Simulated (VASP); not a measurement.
**AlRu: single point with PBE**

The system is AlRu.

```
Al Ru
1.0
     3.28557    0.00000    0.00000
     0.00000    2.72260    0.00000
     0.00000    0.00000    3.00408
Al Ru
1 1
Direct
  0.00000 0.00000 0.00000
  0.50000 0.50000 0.50000
```

This cell differs from its parent crystal: strain +0.0937 x Voigt [1, -1, 0, 0, 0, 0].

```yaml
Program: VASP 6.6.1
Task: single point
Functional: PBE
Potentials_or_basis: VASP PAW PBE potentials, release 64 (Al, Ru_pv)
Cutoff: 520 eV
k_mesh: 20 × 20 × 20
Occupations: gaussian, width 0.15 eV
Spin: no spin polarisation
```

- Pressure: 4.9 GPa

Stress tensor (GPa, compression positive):
```
-10.48   0.00   0.00
  0.00  24.40   0.00
  0.00   0.00   0.81
```

Levels at points of the mesh, in eV from the Fermi level:
```tsv
k point	band 5	band 6	band 7	band 8	band 9	band 10	band 11	band 12	band 13	band 14
(0.00, 0.00, 0.00)	-3.90	-3.78	-0.57	0.25	0.66	3.26	5.69	9.07	9.64	10.70
(0.50, 0.00, 0.00)	-6.18	-3.35	-1.82	-0.59	0.52	0.77	7.27	10.65	11.66	12.50
(0.00, 0.50, 0.00)	-4.58	-2.87	-2.57	-1.93	-0.06	3.65	7.18	8.67	10.73	11.61
(0.50, 0.50, 0.00)	-3.09	-2.12	-1.70	-1.07	-0.78	0.90	5.77	5.96	10.46	11.93
(0.00, 0.00, 0.50)	-5.79	-3.19	-2.82	-0.62	0.47	2.04	6.72	8.55	11.04	11.91
(0.50, 0.00, 0.50)	-3.66	-2.38	-1.80	-0.46	-0.29	0.59	3.97	5.11	11.92	12.99
(0.00, 0.50, 0.50)	-2.86	-2.33	-1.88	-1.41	-0.65	1.86	6.34	6.46	8.62	11.92
(0.50, 0.50, 0.50)	-4.80	-4.59	0.86	2.03	2.48	3.45	3.98	4.65	6.84	8.02
```

Run time: 10 min on 1 thread of Intel(R) Xeon(R) Platinum 8375C CPU @ 2.90GHz (Ice Lake) (shared host), peak memory 0.61 GiB.

Caveat: the cell differs from its parent crystal (strain +0.0937 x Voigt [1, -1, 0, 0, 0, 0]).
